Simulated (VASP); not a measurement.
YbC: single point with PBE

The system is YbC.

```
Yb C
1.0
     3.03992    0.00000    0.00000
     0.00000    3.03992    0.00000
     0.00000    0.00000    3.03992
Yb C
1 1
Direct
  0.00000 0.00000 0.00000
  0.50000 0.50000 0.50000
```

```
Program             : VASP 6.6.1
Task                : single point
Functional          : PBE
Potentials or basis : VASP PAW PBE potentials, release 64 (Yb, C)
Cutoff              : 520 eV
k mesh              : 6 × 6 × 6
Occupations         : gaussian, width 0.05 eV
Spin                : collinear spin
Starting moments    : [0.1, 0.0] μB
```

```json
{"Pressure": "-0.4 GPa", "Net moment": "0.08 μB per cell", "Site moments": "Yb +0.08; C +0.00 μB", "Valence electrons inside the program's atomic spheres": "Yb 22.29; C 2.21"}
```

Levels at points of the mesh, in eV from the Fermi level:
Spin up:
```tsv
k point	band 10	band 11	band 12	band 13	band 14	band 15	band 16	band 17	band 18	band 19
(0.00, 0.00, 0.00)	-0.57	-0.57	-0.56	0.81	0.81	1.67	1.67	1.67	6.47	8.84
(0.50, 0.00, 0.00)	-0.53	-0.53	-0.37	-0.37	0.10	0.10	2.14	8.30	9.51	9.60
(0.50, 0.50, 0.00)	-0.53	-0.42	-0.34	-0.24	-0.24	1.44	2.27	5.67	5.67	5.91
(0.50, 0.50, 0.50)	-0.52	-0.52	-0.44	-0.44	-0.44	-0.42	10.16	10.16	10.16	10.33
```
Spin down:
```
           k point  band 12  band 13  band 14  band 15  band 16  band 17
(0.00, 0.00, 0.00)    -0.41     0.81     0.81     1.68     1.68     1.68
(0.50, 0.00, 0.00)    -0.31    -0.31     0.10     0.10     2.14     8.30
(0.50, 0.50, 0.00)    -0.28    -0.21    -0.21     1.44     2.29     5.67
(0.50, 0.50, 0.50)    -0.40    -0.40    -0.40    -0.27    10.16    10.16
```

It took 51 s on 1 thread of Oxide Virtual Turin-like Processor, with other jobs on the host, peak memory 0.14 GiB.

Caveat: spin-orbit coupling is left out, which moves the levels of the heavy elements.
